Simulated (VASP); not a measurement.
Set up this calculation in VASP 6.6.1, as the native input.

| Property | Result |
| --- | --- |
| Task | single point |
| Functional | PBEsol |
| Potentials or basis | VASP PAW PBE potentials, release 64 (Ti_sv, Al) |
| Cutoff | 520 eV |
| k mesh | 20 × 20 × 20 |
| Occupations | gaussian, width 0.15 eV |
| Spin | no spin polarisation |
| Dipole correction | no |
| Further INCAR settings | ALGO = Fast; EDIFF = 1e-07; NBANDS = 14 |

The structure of TiAl lies in POSCAR:

```
TiAl
1.0
    3.1564740774      0.0000000000      0.0000000000
    0.0000000000      3.1564740774      0.0000000000
    0.0000000000      0.0000000000      3.1091269662
Ti Al
1 1
Direct
    0.0000000000      0.0000000000      0.0000000000
    0.5000000000      0.5000000000      0.5000000000
```

This cell differs from its parent crystal: strain +0.000 along x and y, -0.015 along z.

The input as run:

INCAR

```
  PREC = Accurate
  ENCUT = 520
  EDIFF = 1E-7
  ISMEAR = 0
  SIGMA = 0.15
  LREAL = False
  LASPH = True
  NELM = 60
  ALGO = Fast
  ISIF = 2
  LWAVE = False
  LCHARG = True
  GGA = PS
  LELF = True
  LVHAR = True
  NBANDS = 14
```

KPOINTS

```
regular mesh
0
Gamma
  20 20 20
```

Potentials or basis: VASP PAW PBE potentials, release 64 (Ti_sv, Al).

Launch:

```console
$ cat potpaw_PBE.64/Ti_sv/POTCAR potpaw_PBE.64/Al/POTCAR > POTCAR
$ mpirun -np 1 vasp_std > vasp.out
```

Results of the run:

The pressure is 1.9 GPa and the band gap on the k mesh is zero (an odd number of electrons rules out a gap without spin polarisation).

Caveat: the cell differs from its parent crystal (strain +0.000 along x and y, -0.015 along z); the PAW data sets were made with another functional, which shifts forces and pressure a little.

Wall time 3.1 min on 1 thread of Intel(R) Xeon(R) 6975P-C (Granite Rapids), with other jobs on the host, peak memory 0.41 GiB.
